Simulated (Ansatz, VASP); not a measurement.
## Sn in VASP and in Ansatz

```xyz
1
Lattice="-1.8189 1.8189 1.8947 1.8189 -1.8189 1.8947 1.8189 1.8189 -1.8947" Properties=species:S:1:pos:R:3 pbc="T T T"
Sn    0.0000    0.0000    0.0000
```

Change from the starting cell: strain -0.040 along x and y, +0.000 along z, atoms carried along.

Alike in both runs: task single point; functional PBEsol; k mesh 18 × 18 × 18; occupations gaussian, width 0.15 eV; no spin polarisation.

|  | VASP | Ansatz |
| --- | --- | --- |
| version | VASP 6.6.1 | Ansatz 0.2.0 |
| potentials or method | VASP PAW PBE potentials, release 64 (Sn_d), cutoff 520 eV | scalar-relativistic, plane waves, PAW |
| valence electrons in the cell | 14 | 14 |

|  | VASP | Ansatz | Ansatz less VASP |
| --- | --- | --- | --- |
| gap on the k mesh at the Fermi level (eV) | none | none | - |
| pressure (GPa) | 2.7 | 2.7 | +0.03 |
| traceless stress, the component that is largest in VASP (GPa) | 0.52 | 0.52 | +0.003 |

VASP's potentials were made for PBE, not for PBEsol. A gap of «none» marks a metal or a gap that the smearing closes.
